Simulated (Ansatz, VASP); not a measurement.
CsI: VASP beside Ansatz

```
CELL_PARAMETERS angstrom
4.66550 0.00000 0.00000
0.00000 4.66550 0.00000
0.00000 0.00000 4.66550
ATOMIC_POSITIONS crystal
Cs 0.00000 0.00000 0.00000
I 0.50000 0.50000 0.50000
```

Alike in both runs: task single point; functional PBE; k mesh 4 × 4 × 4; no spin polarisation.

```csv
,VASP,Ansatz
version,VASP 6.6.1,Ansatz 0.2.0
potentials or method,"VASP PAW PBE potentials, release 64 (Cs_sv, I)","plane waves, PAW"
plane-wave cutoff (eV),500,420
occupations,"gaussian, width 0.01 eV",fixed
valence electrons in the cell,16,26
```

|  | VASP | Ansatz | Ansatz less VASP |
| --- | --- | --- | --- |
| gap on the k mesh at the Fermi level (eV) | 3.68 | 3.69 | +0.012 |
| pressure (GPa) | 0.0 | 0.0 | -0.03 |

VASP's potentials hold 16 valence electrons a cell and Ansatz's 26, so a difference there can come from the potentials and not from the codes.

Neither program's run includes spin-orbit coupling.
